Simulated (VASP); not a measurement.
# Nb (P6_3/mmc) in VASP: notebook

Nb is run at these levels: PBEsol; tasks: single point.

Program: VASP 6.6.1. These are calculated values, not measurements. Logs are shortened: lines on timing, memory, paths and dates and some standing lists are left out, and cuts for length are marked.

### 1 The cell of the first run

It takes space group P6_3/mmc (No. 194, hexagonal). Conventional cell: a = 2.836 Å, b = 2.836 Å, c = 5.186 Å, α = 90.00°, β = 90.00°, γ = 120.00°. Within 3.7 Å of Nb (site symmetry -6m2) lie 12 Nb at 2.84 to 3.07 Å.

### 2 Single point, PBEsol

Contents of INCAR:

```
SYSTEM = Nb
  ALGO = Normal
  EDIFF = 1E-6
  ENCUT = 520
  GGA = PS
  ISIF = 2
  ISMEAR = -1
  LASPH = .True.
  LCHARG = .False.
  LREAL = .False.
  LWAVE = .False.
  NBANDS = 20
  NELM = 80
  PREC = Accurate
  SIGMA = 0.1
```

Contents of KPOINTS:

```
k-points
0
Gamma
  12 12 7
  0 0 0
```

Contents of POSCAR:

```
Nb
1.0
    2.8358670347      0.0000000000      0.0000000000
   -1.4179335174      2.4559328938      0.0000000000
    0.0000000000      0.0000000000      5.1856460566
Nb
2
Direct
    0.3333333333      0.6666666667      0.2500000000
    0.6666666667      0.3333333333      0.7500000000
```

Potentials or basis: VASP PAW PBE potentials, release 64 (Nb_sv).

Started as:

```bash
$ cat potpaw_PBE.64/Nb_sv/POTCAR > POTCAR
$ mpirun -np 1 vasp_std > vasp.out
```

OUTCAR:

```text
SYSTEM = Nb
   EDIFF = 1E-6
   ENCUT = 520
   GGA = PS
   ISIF = 2
   ISMEAR = -1
   LASPH = .True.
   LREAL = .False.
   NELM = 80
   PREC = Accurate

 ion  position               nearest neighbor table
   1  0.333  0.667  0.250-
   2  0.667  0.333  0.750-

  LATTYP: Found a hexagonal cell.
 ALAT       =     2.8358670347
 C/A-ratio  =     1.8285928054

  Lattice vectors:

 A1 = (   2.8358670347,   0.0000000000,   0.0000000000)
 A2 = (  -1.4179335174,   2.4559328938,   0.0000000000)
 A3 = (   0.0000000000,   0.0000000000,   5.1856460566)

Analysis of symmetry for initial positions (statically):
=====================================================================
 Subroutine PRICEL returns:
 Original cell was already a primitive cell.

 Routine SETGRP: Setting up the symmetry group for a
 hexagonal supercell.

 Subroutine GETGRP returns: Found 24 space group operations
 (whereof 12 operations were pure point group operations)
 out of a pool of 24 trial point group operations.

The static configuration has the point symmetry D_3d.
 The point group associated with its full space group is D_6h.

Analysis of symmetry for dynamics (positions and initial velocities):
=====================================================================
 Subroutine PRICEL returns:
 Original cell was already a primitive cell.

 Routine SETGRP: Setting up the symmetry group for a
 hexagonal supercell.

 Subroutine GETGRP returns: Found 24 space group operations
 (whereof 12 operations were pure point group operations)
 out of a pool of 24 trial point group operations.

The dynamic configuration has the point symmetry D_3d.
 The point group associated with its full space group is D_6h.

 Subroutine INISYM returns: Found 24 space group operations
 (whereof 12 operations are pure point group operations),
 and found     1 'primitive' translations

----------------------------------------------------------------------------------------

                                     Primitive cell

  volume of cell :      36.1165

  direct lattice vectors                    reciprocal lattice vectors
     2.835867035  0.000000000  0.000000000     0.352625842  0.203588625  0.000000000
    -1.417933517  2.455932894  0.000000000     0.000000000  0.407177249  0.000000000
     0.000000000  0.000000000  5.185646057     0.000000000  0.000000000  0.192840003

  length of vectors
     2.835867035  2.835867035  5.185646057     0.407177249  0.407177249  0.192840003

  position of ions in fractional coordinates (direct lattice)
     0.333333333  0.666666667  0.250000000
     0.666666667  0.333333333  0.750000000

  ion indices of the primitive-cell ions
   primitive index   ion index
                 1           1
                 2           2

----------------------------------------------------------------------------------------

 KPOINTS: k-points

Automatic generation of k-mesh.
 Grid dimensions read from file:
 generate k-points for:   12   12    7

 Generating k-lattice:

  Cartesian coordinates                     Fractional coordinates (reciprocal lattice)
     0.029385487  0.016965719  0.000000000     0.083333333  0.000000000  0.000000000
     0.000000000  0.033931437  0.000000000     0.000000000  0.083333333  0.000000000
     0.000000000  0.000000000  0.027548572     0.000000000  0.000000000  0.142857143

  Length of vectors
     0.033931437  0.033931437  0.027548572

  Shift w.r.t. Gamma in fractional coordinates (k-lattice)
     0.000000000  0.000000000  0.000000000

 Subroutine IBZKPT returns following result:
 ===========================================

 Found     76 irreducible k-points:

 Following reciprocal coordinates:
            Coordinates               Weight
  0.000000  0.000000  0.000000      1.000000
  0.083333 -0.000000  0.000000      6.000000
  0.166667 -0.000000  0.000000      6.000000
  0.250000 -0.000000  0.000000      6.000000
  0.333333 -0.000000  0.000000      6.000000
  0.416667  0.000000  0.000000      6.000000
[... 16 lines left out ...]
  0.250000 -0.000000  0.142857     12.000000
  0.333333 -0.000000  0.142857     12.000000
 [... further k-points ...]
   k-points           NKPTS =     76   k-points in BZ     NKDIM =     76   number of bands    NBANDS=     20
   number of dos      NEDOS =    301   number of ions     NIONS =      2
   total plane-waves  NPLWV =  23040
   dimension x,y,z NGX =    24 NGY =   24 NGZ =   40
   dimension x,y,z NGXF=    48 NGYF=   48 NGZF=   80
   ions per type =               2
   NGX,Y,Z   is equivalent  to a cutoff of  14.07, 14.07, 12.82 a.u.
   NGXF,Y,Z  is equivalent  to a cutoff of  28.14, 28.14, 25.65 a.u.
 SYSTEM =  Nb
   PREC   = accura    normal or accurate (medium, high low for compatibility)
   ISTART =      0    job   : 0-new  1-cont  2-samecut
   ICHARG =      2    charge: 1-file 2-atom 10-const
   ISPIN  =      1    spin polarized calculation?
   LNONCOLLINEAR =      F non collinear calculations
   LSORBIT =      F    spin-orbit coupling
   LASPH  =      T    aspherical Exc in radial PAW
   ENCUT  =  520.0 eV  38.22 Ry    6.18 a.u.   5.27  5.27  9.64*2*pi/ulx,y,z
   NELM   =     80;   NELMIN=  2; NELMDL= -5     # of ELM steps
   EDIFF  = 0.1E-05   stopping-criterion for ELM
   LREAL  =      F    real-space projection
   EDIFFG = 0.1E-04   stopping-criterion for IOM
   NSW    =      0    number of steps for IOM
   IBRION =     -1    ionic relax: 0-MD 1-quasi-New 2-CG
   NFREE  =      0    steps in history (QN), initial steepest desc. (CG)
   ISIF   =      2    stress and relaxation
   ISYM   =      2    0-nonsym 1-usesym 2-fastsym
   POTIM  = 0.5000    time-step for ionic-motion
   TEBEG  =    0.0;   TEEND  =   0.0 temperature during run
   PSTRESS=    0.0 pullay stress
   NELECT =      26.0000    total number of electrons
   NUPDOWN=      -1.0000    fix difference up-down
   EMIN   =  10.00;   EMAX   =-10.00  energy-range for DOS
   EFERMI =   0.00;   METHOD = LEGACY
   ISMEAR =    -1;   SIGMA  =   0.10  broadening in eV -4-tet -1-fermi 0-gaus
   EFERMI_NEDOS =   21; number of points for ismear=-14 and -15
   IALGO  =     38    algorithm
   IMIX   =      4    mixing-type and parameters
     AMIX     =   0.40;   BMIX     =  1.00
     AMIX_MAG =   1.60;   BMIX_MAG =  1.00
  volume/ion in A,a.u.               =      18.06       121.86
  Fermi-wavevector in a.u.,A,eV,Ry     =   1.467228  2.772658 29.290041  2.152757
  Thomas-Fermi vector in A             =   2.582871
   LORBIT       =      0    0 simple, 1 ext, 2 COOP (PROOUT), +10 PAW based schemes
   GGA     = PS    functional components
   LHFCALC =     F    Hartree Fock is set to
   AEXX    =    0.0000 exact exchange contribution
   IVDW    =     0    specifies the selected vdW correction
   LEPSILON=     F    determine dielectric tensor
   LRPA    =     F    only Hartree local field effects (RPA)
 non-spin polarized calculation
  energy-cutoff  :      520.00
  volume of cell :       36.12
 maximum number of plane-waves:       988
 NGX is ok and might be reduce to    24
   NGX = 11   NGY = 11   NGZ = 19

 number of electron      25.9999999 magnetization

 Free energy of the ion-electron system (eV)
  ---------------------------------------------------
  ext. energy  EPLUGINS =         0.00000000
  ---------------------------------------------------
  free energy    TOTEN  =       -21.33074671 eV

  energy without entropy =      -21.24500974  energy(sigma->0) =      -21.28787823

 E-fermi :  11.3652     XC(G=0): -12.6001

 val. band max:       11.3646963693   @ k =   0.3333  -0.0000   0.0000
 cond. band min:      11.3705135049   @ k =   0.2500   0.1667   0.2857
 fundamental gap:      0.0058171356
 Fermi energy:        11.3652248274

 k-point     1 :       0.0000    0.0000    0.0000
  band No.  band energies     occupation
      1     -43.2486      2.00000
      2     -43.1057      2.00000
      3     -19.8074      2.00000
      4     -18.7723      2.00000
      5     -18.5295      2.00000
      6     -18.5295      2.00000
[... 12 lines left out ...]
     19      15.8066      0.00000
     20      15.8066      0.00000

 k-point     2 :       0.0833   -0.0000    0.0000
  band No.  band energies     occupation
      1     -43.2312      2.00000
      2     -43.0925      2.00000
      3     -19.7772      2.00000
      4     -18.7730      2.00000
      5     -18.6319      2.00000
      6     -18.5564      2.00000
[... 12 lines left out ...]
     19      15.8843      0.00000
     20      16.4581      0.00000

 k-point     3 :       0.1667   -0.0000    0.0000
  band No.  band energies     occupation
      1     -43.1832      2.00000
      2     -43.0567      2.00000
      3     -19.6913      2.00000
      4     -18.9080      2.00000
      5     -18.8152      2.00000
      6     -18.7778      2.00000
[... 12 lines left out ...]
     19      16.0039      0.00000
     20      17.7529      0.00000

 k-point     4 :       0.2500   -0.0000    0.0000
  band No.  band energies     occupation
      1     -43.1156      2.00000
      2     -43.0086      2.00000
      3     -19.5642      2.00000
      4     -19.2765      2.00000
      5     -19.1722      2.00000
      6     -18.7931      2.00000
[... 12 lines left out ...]
     19      16.0561      0.00000
     20      19.1520      0.00000

 k-point     5 :       0.3333   -0.0000    0.0000
  band No.  band energies     occupation
      1     -43.0448      2.00000
      2     -42.9621      2.00000
      3     -19.6345      2.00000
      4     -19.5131      2.00000
      5     -19.4185      2.00000
      6     -18.8255      2.00000
[... 12 lines left out ...]
     19      16.0438      0.00000
     20      20.2970      0.00000
[... 353 lines left out ...]
      6     -18.5515      2.00000
[... 12 lines left out ...]
     19      15.8336      0.00000
     20      16.2732      0.00000

 k-point    22 :       0.1667   -0.0000    0.1429
  band No.  band energies     occupation
      1     -43.1770      2.00000
      2     -43.0631      2.00000
      3     -19.6523      2.00000
      4     -18.9068      2.00000
      5     -18.8728      2.00000
      6     -18.7642      2.00000
[... 12 lines left out ...]
     19      15.9136      0.00000
     20      17.2574      0.00000

 k-point    23 :       0.2500   -0.0000    0.1429
  band No.  band energies     occupation
      1     -43.1104      2.00000
      2     -43.0139      2.00000
      3     -19.5478      2.00000
      4     -19.2576      2.00000
      5     -19.1872      2.00000
      6     -18.8147      2.00000
[... 12 lines left out ...]
     19      15.9362      0.00000
     20      18.1943      0.00000

 k-point    24 :       0.3333   -0.0000    0.1429
  band No.  band energies     occupation
      1     -43.0408      2.00000
      2     -42.9663      2.00000
      3     -19.6567      2.00000
      4     -19.5382      2.00000
      5     -19.3544      2.00000
      6     -18.8417      2.00000
[... 12 lines left out ...]
     19      16.0001      0.00000
     20      18.7906      0.00000

 [... further k-points ...]
[... 5 lines left out ...]
  --------------------------------------------------------------------------------------
  -------------------------------------------------------------------------------------
  Total       -0.0628170     -0.0628170     -0.0599682      0.0000000      0.0000000      0.0000000
  in kB       -2.7866498     -2.7866498     -2.6602739      0.0000000      0.0000000      0.0000000
  external PRESSURE =      -2.7445245 kB  Pullay stress =       0.0000000 kB

 VOLUME and BASIS-vectors are now :
 -----------------------------------------------------------------------------
  energy-cutoff  :      520.00
  volume of cell :       36.12
      direct lattice vectors                 reciprocal lattice vectors
     2.835867035  0.000000000  0.000000000     0.352625842  0.203588625  0.000000000
    -1.417933517  2.455932894  0.000000000     0.000000000  0.407177249  0.000000000
     0.000000000  0.000000000  5.185646057     0.000000000  0.000000000  0.192840003

 POSITION                                       TOTAL-FORCE (eV/Angst)
 -----------------------------------------------------------------------------------
     -0.00000      1.63729      1.29641         0.000000     -0.000000      0.000000
      1.41793      0.81864      3.88923        -0.000000      0.000000      0.000000
 -----------------------------------------------------------------------------------
    total drift:                               -0.000000      0.000000     -0.000000

  FREE ENERGIE OF THE ION-ELECTRON SYSTEM (eV)
  ---------------------------------------------------
  free  energy   TOTEN  =       -21.3307467114 eV

  energy  without entropy=      -21.2450097407  energy(sigma->0) =      -21.28787823
```

It took 25 s on 1 thread of Intel Xeon 6975P-C, shared host; peak memory 0.18 GiB.

Results:

```
Free energy            : -21.3307 eV
Pressure               : -0.3 GPa
Band gap on the k mesh : zero (band 13 reaches 13.03 eV, above the bottom of band 14 at 10.63 eV)
```

Caveat: the PAW data sets were made with another functional, which shifts forces and pressure a little.

### 3 Single point, PBEsol (volume scaled by 0.88)

Contents of INCAR:

```
SYSTEM = Nb
PREC = Accurate ; ENCUT = 520
EDIFF = 1E-6 ; ISMEAR = -1
SIGMA = 0.1 ; LREAL = .FALSE.
LASPH = .TRUE. ; NELM = 100
ALGO = Normal ; ISIF = 2
LWAVE = .FALSE. ; LCHARG = .FALSE.
GGA = PS ; NBANDS = 20
```

Contents of KPOINTS:

```
Automatic mesh
0
G
  14 14 7
  0 0 0
```

Contents of POSCAR:

```
Nb
1.0
    2.7175659244      0.0000000000      0.0000000000
   -1.3587829622      2.3534811270      0.0000000000
    0.0000000000      0.0000000000      4.9693214975
Nb
2
Direct
    0.3333333333      0.6666666667      0.2500000000
    0.6666666667      0.3333333333      0.7500000000
```

Potentials or basis: VASP PAW PBE potentials, release 64 (Nb_sv).

Started as:

```bash
$ cat potpaw_PBE.64/Nb_sv/POTCAR > POTCAR
$ mpirun -np 1 vasp_std > vasp.out
```

Run time: 32 s. Hardware: 1 thread of Intel Xeon 6975P-C, shared host; peak memory 0.17 GiB.

Results (log left out):

```
Free energy            : -20.9953 eV
Pressure               : 27.4 GPa
Band gap on the k mesh : zero (band 13 reaches 15.34 eV, above the bottom of band 14 at 12.45 eV)
```

Stress tensor (GPa, compression positive):
```
27.88  0.00  0.00
 0.00 27.88  0.00
 0.00  0.00 26.50
```

Levels at points of the mesh, in eV from the Fermi level:
```
           k point  band 9  band 10  band 11  band 12  band 13  band 14  band 15  band 16  band 17  band 18
(0.00, 0.00, 0.00)   -6.55    -4.40    -1.36     0.21     0.21     0.77     0.77     1.00     2.98     2.98
(0.50, 0.00, 0.00)   -4.50    -4.12    -3.87    -0.74     0.44     0.63     0.66     5.38     6.69     6.96
```

Caveat: the PAW data sets were made with another functional, which shifts forces and pressure a little.
